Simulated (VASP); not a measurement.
Runs of VASP 6.6.1 on CaSe. It takes space group Fm-3m (No. 225, cubic). Conventional cell: a = 5.935 Å, b = 5.935 Å, c = 5.935 Å, α = 90.00°, β = 90.00°, γ = 90.00°. Within 3.9 Å of Ca (site symmetry m-3m) lie 6 Se at 2.97 Å. Se (site symmetry m-3m) has 6 Ca at 2.97 Å within 3.9 Å. 

| level | potentials or basis | k mesh | gap on the mesh (eV) | pressure (GPa) |
| --- | --- | --- | --- | --- |
| LDA | VASP PAW LDA potentials, release 64 (Ca_sv, Se) | 6 × 6 × 6 | (a) | (c) |
| PBE | VASP PAW PBE potentials, release 64 (Ca_sv, Se) | 6 × 6 × 6 | 2.05 | 0.7 |
| LDA | VASP PAW LDA potentials, release 64 (Ca_sv, Se) | 4 × 4 × 4 | 1.87 | -3.3 |
| r2SCAN | VASP PAW PBE potentials, release 64 (Ca_sv, Se) | 6 × 6 × 6 | (b) | 0.2 |

Alike in all rows: task single point; no spin polarisation; cell as given; cutoff (eV) 520; smearing gaussian 0.01 eV.

Task: Estimate the missing entries.

Result: (a) 1.89; (b) 2.52; (c) -3.4.

Caveats: some runs use coarse meshes; the PAW data sets were made with another functional, which shifts forces and pressure a little (some runs).

A k mesh can miss the band edges, and the runs leave out spin-orbit coupling on Se.
